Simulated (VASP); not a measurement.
Wanted: the native input for a VASP 6.6.1 run.

| Quantity | Value |
| --- | --- |
| Task | single point |
| Functional | PBE |
| Potentials or basis | VASP PAW PBE potentials, release 64 (Cd, S) |
| Cutoff | 500 eV |
| k mesh | 6 × 6 × 6 |
| Occupations | gaussian, width 0.1 eV |
| Spin | no spin polarisation |
| Dipole correction | no |
| Further INCAR settings | ALGO = Normal; EDIFF = 1e-06; NBANDS = 16 |

The structure of CdS lies in POSCAR:

```
CdS
1.0
    0.0000000000      2.9798940138      2.9798940138
    2.9798940138      0.0000000000      2.9798940138
    2.9798940138      2.9798940138      0.0000000000
Cd S
1 1
Direct
    0.0000000000      0.0000000000      0.0000000000
    0.2500000000      0.2500000000      0.2500000000
```

These files were run (other wordings do the same):

INCAR

```
SYSTEM = CdS
  PREC = Accurate
  ENCUT = 500
  EDIFF = 1E-6
  ISMEAR = 0
  SIGMA = 0.1
  LREAL = .False.
  LASPH = .True.
  NELM = 120
  ALGO = Normal
  ISIF = 2
  LWAVE = .False.
  LCHARG = .False.
  GGA = PE
  NBANDS = 16
  GGA_COMPAT = .False.
```

KPOINTS

```
Automatic mesh
0
Gamma
  6 6 6
  0 0 0
```

Potentials or basis: VASP PAW PBE potentials, release 64 (Cd, S).

Launch:

```console
$ cat potpaw_PBE.64/Cd/POTCAR potpaw_PBE.64/S/POTCAR > POTCAR
$ mpirun -np 1 vasp_std > vasp.out
```

Results of the run:

```yaml
Pressure: -0.6 GPa
Band_gap_on_the_k_mesh: 1.00 eV, direct
```

Wall time 12 s on 1 thread of Intel(R) Xeon(R) Platinum 8375C CPU @ 2.90GHz (Ice Lake), on a shared host, peak memory 0.18 GiB.
